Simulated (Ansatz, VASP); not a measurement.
**Al2Au in VASP and in Ansatz**

Contents of INCAR:

```
SYSTEM = Al2Au
ALGO = Normal
EDIFF = 1E-6
ENCUT = 500
GGA = PE
GGA_COMPAT = .FALSE.
ISIF = 2
ISMEAR = 0
ISPIN = 2
LASPH = .TRUE.
LCHARG = .FALSE.
LMAXMIX = 4
LORBIT = 11
LREAL = .FALSE.
LWAVE = .FALSE.
MAGMOM = 0 0 0
NBANDS = 20
NELM = 200
PREC = Accurate
SIGMA = 0.3
```

KPOINTS

```
k-points
0
G
  7 7 7
  0 0 0
```

The input POSCAR:

```
Al2Au
1.0
    0.0000000000      3.0000000000      3.0000000000
    3.0000000000      0.0000000000      3.0000000000
    3.0000000000      3.0000000000      0.0000000000
Al Au
2 1
Direct
    0.2500000000      0.2500000000      0.2500000000
    0.7500000000      0.7500000000      0.7500000000
    0.0000000000      0.0000000000      0.0000000000
```

Input for Ansatz:

```yaml
crystal:
  lattice:
    - [0.0, 3.0, 3.0]
    - [3.0, 0.0, 3.0]
    - [3.0, 3.0, 0.0]
  atoms:
    - { symbol: Al, position: [0.25, 0.25, 0.25] }
    - { symbol: Al, position: [0.75, 0.75, 0.75] }
    - { symbol: Au, position: [0.0, 0.0, 0.0] }
accuracy: medium
basis:
  ecutwfc: 630.0
kpoints:
  mp_grid:
    grid: [7, 7, 7]
hamiltonian:
  xc:
    exchange: pbe
    correlation: pbe
magnetization:
  spin_polarized: true
scf:
  mixing:
    algorithm: msr1
    beta: 0.4
    ndim: 4
  occupations:
    method: gaussian
    width: 0.3
```

Alike in both runs: task single point; functional PBE; k mesh 7 × 7 × 7; occupations gaussian, width 0.3 eV; collinear spin.

|  | VASP | Ansatz |
| --- | --- | --- |
| version | VASP 6.6.1 | Ansatz 0.2.0 |
| potentials or method | VASP PAW PBE potentials, release 64 (Al, Au), cutoff 500 eV | plane waves, PAW |
| valence electrons in the cell | 17 | 25 |

|  | VASP | Ansatz | Ansatz less VASP |
| --- | --- | --- | --- |
| net moment per atom (μB) | 0.00 | 0.00 | 0.000 |

VASP's potentials hold 17 valence electrons a cell and Ansatz's 25, so a difference there can come from the potentials and not from the codes. Ansatz's warnings: no starting moments, stability check not made.

Neither program's run includes spin-orbit coupling.
